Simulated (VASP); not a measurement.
# PtS2 (R3m) in VASP: notebook

Aim: see how the results for PtS2 move with the level of theory and the settings. Levels: r2SCAN, r2SCAN+rVV10. Tasks: single point.

Program: VASP 6.6.1. These are calculated values, not measurements. Logs are shortened: lines on timing, memory, paths and dates and some standing lists are left out, and cuts for length are marked.

## 1. The cell of the first run

Symmetry: R3m, No. 160, trigonal system. Conventional cell: a = 3.478 Å, b = 3.478 Å, c = 15.288 Å, α = 90.00°, β = 90.00°, γ = 120.00°. Pt (site symmetry 3m) has 6 S at 2.41 to 2.48 Å within 3.2 Å. Within 3.3 Å of S (site symmetry 3m) lie 3 Pt at 2.48 Å and 4 S at 2.78 to 3.06 Å. S (site symmetry 3m) has 3 Pt at 2.41 Å and 4 S at 2.78 to 3.06 Å within 3.2 Å.

## 2. Single point, r2SCAN

Contents of POSCAR:

```
PtS2
1.0
    1.7391392326      1.0040925041      5.0958703778
   -1.7391392326      1.0040925041      5.0958703778
    0.0000000000     -2.0081850081      5.0958703778
Pt S
1 2
Direct
   -0.0026256460     -0.0026256460     -0.0026256460
    0.4255983386      0.4255983386      0.4255983386
    0.2436939740      0.2436939740      0.2436939740
```

Contents of INCAR.step1:

```
SYSTEM = PtS2
PREC     = Accurate       ! precision mode
ENCUT    = 520            ! plane-wave cutoff, eV
ISMEAR   = -1             ! smearing method
SIGMA    = 0.02           ! smearing width, eV
LREAL    = .False.        ! projectors in reciprocal space
LASPH    = .True.         ! aspherical terms in the spheres
NELM     = 100            ! most SCF steps
NBANDS   = 18             ! bands
GGA      = PE             ! functional
ALGO     = Normal         ! electronic algorithm
EDIFF    = 1E-4           ! SCF threshold, eV
LWAVE    = .True.         ! write WAVECAR
LCHARG   = .False.        ! write CHGCAR
```

Contents of INCAR.step2:

```
SYSTEM = PtS2
PREC     = Accurate       ! precision mode
ENCUT    = 520            ! plane-wave cutoff, eV
EDIFF    = 1E-6           ! SCF threshold, eV
ISMEAR   = -1             ! smearing method
SIGMA    = 0.02           ! smearing width, eV
LREAL    = .False.        ! projectors in reciprocal space
LASPH    = .True.         ! aspherical terms in the spheres
NELM     = 100            ! most SCF steps
ALGO     = Normal         ! electronic algorithm
ISIF     = 2              ! what is computed and relaxed
LWAVE    = .False.        ! write WAVECAR
LCHARG   = .False.        ! write CHGCAR
METAGGA  = R2SCAN         ! meta-GGA
LMIXTAU  = .True.       
NBANDS   = 18             ! bands
ISTART   = 1
```

Contents of KPOINTS:

```
Automatic mesh
0
Gamma
  4 4 4
  0 0 0
```

Potentials or basis: VASP PAW PBE potentials, release 64 (Pt, S).

Run with:

```sh
cat potpaw_PBE.64/Pt/POTCAR potpaw_PBE.64/S/POTCAR > POTCAR
cp INCAR.step1 INCAR
mpirun -np 1 vasp_std > vasp.out
cp INCAR.step2 INCAR
mpirun -np 1 vasp_std > vasp.out
```

OUTCAR:

```text
SYSTEM = PtS2
   PREC = Accurate
   ENCUT = 520
   EDIFF = 1E-6
   ISMEAR = -1
   LREAL = .False.
   LASPH = .True.
   NELM = 100
   ISIF = 2
   METAGGA = R2SCAN
   ISTART = 1

 ion  position               nearest neighbor table
   1  0.997  0.997  0.997-   3 2.41   3 2.41   3 2.41   2 2.48   2 2.48   2 2.48
   2  0.426  0.426  0.426-   1 2.48   1 2.48   1 2.48   3 2.78
   3  0.244  0.244  0.244-   1 2.41   1 2.41   1 2.41   2 2.78

  LATTYP: Found a trigonal (rhomboedric) cell.
 ALAT       =     5.4772896522
 COS(alpha) =     0.7983643665

  Lattice vectors:

 A1 = (   1.7391392326,   1.0040925041,   5.0958703778)
 A2 = (  -1.7391392326,   1.0040925041,   5.0958703778)
 A3 = (   0.0000000000,  -2.0081850081,   5.0958703778)

Analysis of symmetry for initial positions (statically):
=====================================================================
 Subroutine PRICEL returns:
 Original cell was already a primitive cell.

 Routine SETGRP: Setting up the symmetry group for a
 trigonal (rhombohedral) supercell.

 Subroutine GETGRP returns: Found  6 space group operations
 (whereof  6 operations were pure point group operations)
 out of a pool of 12 trial point group operations.

The static configuration has the point symmetry C_3v.

Analysis of symmetry for dynamics (positions and initial velocities):
=====================================================================
 Subroutine PRICEL returns:
 Original cell was already a primitive cell.

 Routine SETGRP: Setting up the symmetry group for a
 trigonal (rhombohedral) supercell.

 Subroutine GETGRP returns: Found  6 space group operations
 (whereof  6 operations were pure point group operations)
 out of a pool of 12 trial point group operations.

The dynamic configuration has the point symmetry C_3v.

 Subroutine INISYM returns: Found  6 space group operations
 (whereof  6 operations are pure point group operations),
 and found     1 'primitive' translations

----------------------------------------------------------------------------------------

                                     Primitive cell

  volume of cell :      53.3922

  direct lattice vectors                    reciprocal lattice vectors
     1.739139233  1.004092504  5.095870378     0.287498546  0.165987363  0.065412444
    -1.739139233  1.004092504  5.095870378    -0.287498546  0.165987363  0.065412444
     0.000000000 -2.008185008  5.095870378     0.000000000 -0.331974725  0.065412444

  length of vectors
     5.477289652  5.477289652  5.477289652     0.338357808  0.338357808  0.338357808

  position of ions in fractional coordinates (direct lattice)
     0.997374354  0.997374354  0.997374354
     0.425598339  0.425598339  0.425598339
     0.243693974  0.243693974  0.243693974

  ion indices of the primitive-cell ions
   primitive index   ion index
                 1           1
                 2           2
                 3           3

----------------------------------------------------------------------------------------

 KPOINTS: Automatic mesh

Automatic generation of k-mesh.
 Grid dimensions read from file:
 generate k-points for:    4    4    4

 Generating k-lattice:

  Cartesian coordinates                     Fractional coordinates (reciprocal lattice)
     0.071874636  0.041496841  0.016353111     0.250000000 -0.000000000  0.000000000
    -0.071874636  0.041496841  0.016353111    -0.000000000  0.250000000  0.000000000
     0.000000000 -0.082993681  0.016353111     0.000000000  0.000000000  0.250000000

  Length of vectors
     0.084589452  0.084589452  0.084589452

  Shift w.r.t. Gamma in fractional coordinates (k-lattice)
     0.000000000  0.000000000  0.000000000

 Subroutine IBZKPT returns following result:
 ===========================================

 Found     13 irreducible k-points:

 Following reciprocal coordinates:
            Coordinates               Weight
  0.000000  0.000000  0.000000      1.000000
  0.250000  0.000000  0.000000      6.000000
  0.500000  0.000000  0.000000      3.000000
  0.250000  0.250000  0.000000      6.000000
  0.500000  0.250000  0.000000     12.000000
 -0.250000  0.250000  0.000000      6.000000
  0.500000  0.500000  0.000000      3.000000
  0.250000  0.250000  0.250000      2.000000
  0.500000  0.250000  0.250000      6.000000
 -0.250000  0.250000  0.250000      6.000000
  0.500000  0.500000  0.250000      6.000000
 -0.250000  0.500000  0.250000      6.000000
  0.500000  0.500000  0.500000      1.000000
   k-points           NKPTS =     13   k-points in BZ     NKDIM =     13   number of bands    NBANDS=     18
   number of dos      NEDOS =    301   number of ions     NIONS =      3
   total plane-waves  NPLWV =  74088
   dimension x,y,z NGX =    42 NGY =   42 NGZ =   42
   dimension x,y,z NGXF=    84 NGYF=   84 NGZF=   84
   ions per type =               1   2
   NGX,Y,Z   is equivalent  to a cutoff of  12.75, 12.75, 12.75 a.u.
   NGXF,Y,Z  is equivalent  to a cutoff of  25.50, 25.50, 25.50 a.u.
 SYSTEM =  PtS2
   PREC   = accura    normal or accurate (medium, high low for compatibility)
   ISTART =      1    job   : 0-new  1-cont  2-samecut
   ICHARG =      0    charge: 1-file 2-atom 10-const
   ISPIN  =      1    spin polarized calculation?
   LNONCOLLINEAR =      F non collinear calculations
   LSORBIT =      F    spin-orbit coupling
   LASPH  =      T    aspherical Exc in radial PAW
   ENCUT  =  520.0 eV  38.22 Ry    6.18 a.u.  10.18 10.18 10.18*2*pi/ulx,y,z
   NELM   =    100;   NELMIN=  2; NELMDL=  0     # of ELM steps
   EDIFF  = 0.1E-05   stopping-criterion for ELM
   LREAL  =      F    real-space projection
   EDIFFG = 0.1E-04   stopping-criterion for IOM
   NSW    =      0    number of steps for IOM
   IBRION =     -1    ionic relax: 0-MD 1-quasi-New 2-CG
   NFREE  =      0    steps in history (QN), initial steepest desc. (CG)
   ISIF   =      2    stress and relaxation
   ISYM   =      2    0-nonsym 1-usesym 2-fastsym
   POTIM  = 0.5000    time-step for ionic-motion
   TEBEG  =    0.0;   TEEND  =   0.0 temperature during run
   PSTRESS=    0.0 pullay stress
   NELECT =      22.0000    total number of electrons
   NUPDOWN=      -1.0000    fix difference up-down
   EMIN   =  10.00;   EMAX   =-10.00  energy-range for DOS
   EFERMI =   0.00;   METHOD = LEGACY
   ISMEAR =    -1;   SIGMA  =   0.02  broadening in eV -4-tet -1-fermi 0-gaus
   EFERMI_NEDOS =   21; number of points for ismear=-14 and -15
   IALGO  =     38    algorithm
   IMIX   =      4    mixing-type and parameters
     AMIX     =   0.40;   BMIX     =  1.00
     AMIX_MAG =   1.60;   BMIX_MAG =  1.00
  volume/ion in A,a.u.               =      17.80       120.10
  Fermi-wavevector in a.u.,A,eV,Ry     =   1.218213  2.302088 20.191623  1.484042
  Thomas-Fermi vector in A             =   2.353507
   LORBIT       =      0    0 simple, 1 ext, 2 COOP (PROOUT), +10 PAW based schemes
   METAGGA = R2SCAN    functional components
   LHFCALC =     F    Hartree Fock is set to
   AEXX    =    0.0000 exact exchange contribution
   IVDW    =     0    specifies the selected vdW correction
   LEPSILON=     F    determine dielectric tensor
   LRPA    =     F    only Hartree local field effects (RPA)
 non-spin polarized calculation
  energy-cutoff  :      520.00
  volume of cell :       53.39
 maximum number of plane-waves:      1454
 NGX is ok and might be reduce to    42
   NGX = 21   NGY = 21   NGZ = 21

 number of electron      22.0000000 magnetization

 Free energy of the ion-electron system (eV)
  ---------------------------------------------------
  ext. energy  EPLUGINS =         0.00000000
  ---------------------------------------------------
  free energy    TOTEN  =       -67.02193789 eV

  energy without entropy =      -67.01902697  energy(sigma->0) =      -67.02048243

 E-fermi :   7.2201     XC(G=0): -11.6374

 val. band max:        7.1762619393   @ k =  -0.2500   0.5000   0.2500
 cond. band min:       7.2281772214   @ k =   0.2500   0.2500   0.2500
 fundamental gap:      0.0519152821
 Fermi energy:         7.2201293925

 k-point     1 :       0.0000    0.0000    0.0000
  band No.  band energies     occupation
      1      -9.2002      2.00000
      2      -5.9918      2.00000
      3      -0.8799      2.00000
      4       1.4326      2.00000
      5       1.4326      2.00000
      6       2.3676      2.00000
[... 10 lines left out ...]
     17      15.9744      0.00000
     18      18.5153      0.00000

 k-point     2 :       0.2500    0.0000    0.0000
  band No.  band energies     occupation
      1      -8.5402      2.00000
      2      -6.0262      2.00000
      3      -0.3065      2.00000
      4       0.9035      2.00000
      5       1.6386      2.00000
      6       2.2388      2.00000
[... 10 lines left out ...]
     17      17.1884      0.00000
     18      17.3074      0.00000

 k-point     3 :       0.5000    0.0000    0.0000
  band No.  band energies     occupation
      1      -7.6863      2.00000
      2      -6.0761      2.00000
      3      -0.5037      2.00000
      4       0.5900      2.00000
      5       1.2478      2.00000
      6       2.0717      2.00000
[... 10 lines left out ...]
     17      18.0925      0.00000
     18      18.4263      0.00000

 k-point     4 :       0.2500    0.2500    0.0000
  band No.  band energies     occupation
      1      -8.4510      2.00000
      2      -6.2321      2.00000
      3      -0.0368      2.00000
      4       1.0384      2.00000
      5       1.7152      2.00000
      6       2.0832      2.00000
[... 10 lines left out ...]
     17      16.9492      0.00000
     18      17.1253      0.00000

 k-point     5 :       0.5000    0.2500    0.0000
  band No.  band energies     occupation
      1      -7.5904      2.00000
      2      -6.2630      2.00000
      3       0.1485      2.00000
      4       0.5062      2.00000
      5       1.2105      2.00000
      6       2.4878      2.00000
[... 10 lines left out ...]
     17      16.6569      0.00000
     18      17.3737      0.00000

 k-point     6 :      -0.2500    0.2500    0.0000
  band No.  band energies     occupation
      1      -7.7248      2.00000
      2      -6.0419      2.00000
      3      -0.1582      2.00000
      4       0.4554      2.00000
      5       1.4362      2.00000
      6       2.5276      2.00000
[... 76 lines left out ...]
 k-point    10 :      -0.2500    0.2500    0.2500
  band No.  band energies     occupation
      1      -7.5698      2.00000
      2      -6.2809      2.00000
      3      -0.3825      2.00000
      4       1.0395      2.00000
      5       1.3686      2.00000
      6       1.7550      2.00000
[... 10 lines left out ...]
     17      16.3522      0.00000
     18      18.4835      0.00000

 k-point    11 :       0.5000    0.5000    0.2500
  band No.  band energies     occupation
      1      -7.9982      2.00000
      2      -6.9905      2.00000
      3       0.6118      2.00000
      4       1.2326      2.00000
      5       1.7725      2.00000
      6       2.0118      2.00000
[... 10 lines left out ...]
     17      16.4962      0.00000
     18      17.0622      0.00000

 k-point    12 :      -0.2500    0.5000    0.2500
  band No.  band energies     occupation
      1      -7.4002      2.00000
      2      -6.5340      2.00000
      3       0.1555      2.00000
      4       0.7796      2.00000
      5       1.7210      2.00000
      6       2.0342      2.00000
[... 10 lines left out ...]
     17      16.2302      0.00000
     18      17.6673      0.00000

 k-point    13 :       0.5000    0.5000    0.5000
  band No.  band energies     occupation
      1      -8.4543      2.00000
      2      -7.4728      2.00000
      3       1.2822      2.00000
      4       1.3782      2.00000
      5       1.3782      2.00000
      6       2.4316      2.00000
[... 10 lines left out ...]
     17      15.3163      0.00000
     18      17.2051      0.00000

------------------------ aborting loop because EDIFF is reached ----------------------------------------

  FORCE on cell =-STRESS in cart. coord.  units (eV):
  Direction    XX          YY          ZZ          XY          YZ          ZX
  --------------------------------------------------------------------------------------
  -------------------------------------------------------------------------------------
  Total        0.2902721      0.2902721      0.9330263      0.0000000      0.0000000     -0.0000000
  in kB        8.7104008      8.7104008     27.9979830      0.0000000      0.0000000     -0.0000000
  external PRESSURE =      15.1395949 kB  Pullay stress =       0.0000000 kB

 VOLUME and BASIS-vectors are now :
 -----------------------------------------------------------------------------
  energy-cutoff  :      520.00
  volume of cell :       53.39
      direct lattice vectors                 reciprocal lattice vectors
     1.739139233  1.004092504  5.095870378     0.287498546  0.165987363  0.065412444
    -1.739139233  1.004092504  5.095870378    -0.287498546  0.165987363  0.065412444
     0.000000000 -2.008185008  5.095870378     0.000000000 -0.331974725  0.065412444

 POSITION                                       TOTAL-FORCE (eV/Angst)
 -----------------------------------------------------------------------------------
      0.00000      0.00000     15.24747         0.000000     -0.000000     -0.109763
      0.00000      0.00000      6.50638         0.000000      0.000000      0.111472
      0.00000      0.00000      3.72550         0.000000     -0.000000     -0.001708
 -----------------------------------------------------------------------------------
    total drift:                               -0.000000      0.000000     -0.000398

  FREE ENERGIE OF THE ION-ELECTRON SYSTEM (eV)
  ---------------------------------------------------
  free  energy   TOTEN  =       -67.0219378903 eV

  energy  without entropy=      -67.0190269669  energy(sigma->0) =      -67.02048243
```

Wall time 46 s (1 thread of Intel Xeon 6975P-C (Granite Rapids), shared host); peak memory 0.28 GiB.

Results:

* Free energy: -67.0219 eV
* Pressure: 1.5 GPa
* Largest force: 0.111 eV/Å
* Band gap on the k mesh: zero (band 11 reaches 7.77 eV, above the bottom of band 12 at 7.18 eV)

Forces in eV/Å, atoms in the order of the input:
```
Pt   0.000  0.000 -0.110
S    0.000  0.000  0.111
S    0.000  0.000 -0.002
```

Stress tensor (GPa, compression positive):
```
0.87 0.00 0.00
0.00 0.87 0.00
0.00 0.00 2.80
```

Levels at points of the mesh, in eV from the Fermi level:
| k point | band 9 | band 10 | band 11 | band 12 | band 13 | band 14 |
| --- | --- | --- | --- | --- | --- | --- |
| (0.00, 0.00, 0.00) | -0.16 | -0.16 | 0.55 | 0.91 | 0.91 | 3.44 |
| (0.50, 0.00, 0.00) | -2.48 | -2.14 | -1.49 | 0.69 | 1.39 | 4.04 |
| (0.50, 0.50, 0.00) | -2.79 | -2.13 | -2.06 | 0.63 | 1.99 | 4.98 |
| (0.50, 0.50, 0.50) | -1.87 | 0.24 | 0.24 | 0.51 | 0.51 | 3.93 |

Caveat: the k points lie up to 0.53 Å⁻¹ apart; the PAW data sets were made with another functional, which shifts forces and pressure a little; spin-orbit coupling is left out, which moves the levels of the heavy elements.

## 3. Single point, r2SCAN

POSCAR is that of step 2.

Contents of INCAR.step1:

```
SYSTEM = PtS2
  PREC = Accurate
  ENCUT = 520
  ISMEAR = -1
  SIGMA = 0.02
  LREAL = .FALSE.
  LASPH = .TRUE.
  NELM = 80
  NBANDS = 18
  GGA = PE
  ALGO = Normal
  EDIFF = 1E-4
  LWAVE = .TRUE.
  LCHARG = .FALSE.
```

Contents of INCAR.step2:

```
SYSTEM = PtS2
  PREC = Accurate
  ENCUT = 520
  EDIFF = 1E-7
  ISMEAR = -1
  SIGMA = 0.02
  LREAL = .FALSE.
  LASPH = .TRUE.
  NELM = 80
  ALGO = Normal
  ISIF = 2
  LWAVE = .FALSE.
  LCHARG = .FALSE.
  METAGGA = R2SCAN
  LMIXTAU = .TRUE.
  NBANDS = 18
  ISTART = 1
```

Contents of KPOINTS:

```
Automatic mesh
0
G
  6 6 6
  0 0 0
```

Potentials or basis: VASP PAW PBE potentials, release 64 (Pt, S).

Run with:

```sh
cat potpaw_PBE.64/Pt/POTCAR potpaw_PBE.64/S/POTCAR > POTCAR
cp INCAR.step1 INCAR
mpirun -np 1 vasp_std > vasp.out
cp INCAR.step2 INCAR
mpirun -np 1 vasp_std > vasp.out
```

Wall time 2 min (1 thread of Intel Xeon 6975P-C (Granite Rapids), shared host); peak memory 0.29 GiB.

Results (log left out):

```
Free energy            : -67.0187 eV
Pressure               : 1.2 GPa
Largest force          : 0.052 eV/Å
Band gap on the k mesh : zero (band 11 reaches 7.77 eV, above the bottom of band 12 at 7.35 eV)
```

Forces in eV/Å, atoms in the order of the input:
```
Pt   0.000  0.000 -0.012
S    0.000  0.000 -0.040
S    0.000  0.000  0.052
```

Stress tensor (GPa, compression positive):
```
1.37 0.00 0.00
0.00 1.37 0.00
0.00 0.00 0.87
```

Levels at points of the mesh, in eV from the Fermi level:
```tsv
k point	band 8	band 9	band 10	band 11	band 12	band 13	band 14	band 15
(0.00, 0.00, 0.00)	-3.03	-0.29	-0.29	0.42	0.78	0.78	3.31	6.83
(0.50, 0.00, 0.00)	-3.39	-2.62	-2.28	-1.62	0.55	1.24	3.91	5.92
(0.50, 0.50, 0.00)	-3.66	-2.94	-2.27	-2.20	0.48	1.85	4.85	7.53
(0.50, 0.50, 0.50)	-3.16	-2.02	0.11	0.11	0.38	0.38	3.78	7.60
```

Caveat: the PAW data sets were made with another functional, which shifts forces and pressure a little; spin-orbit coupling is left out, which moves the levels of the heavy elements.

[end of part 1 of 2]
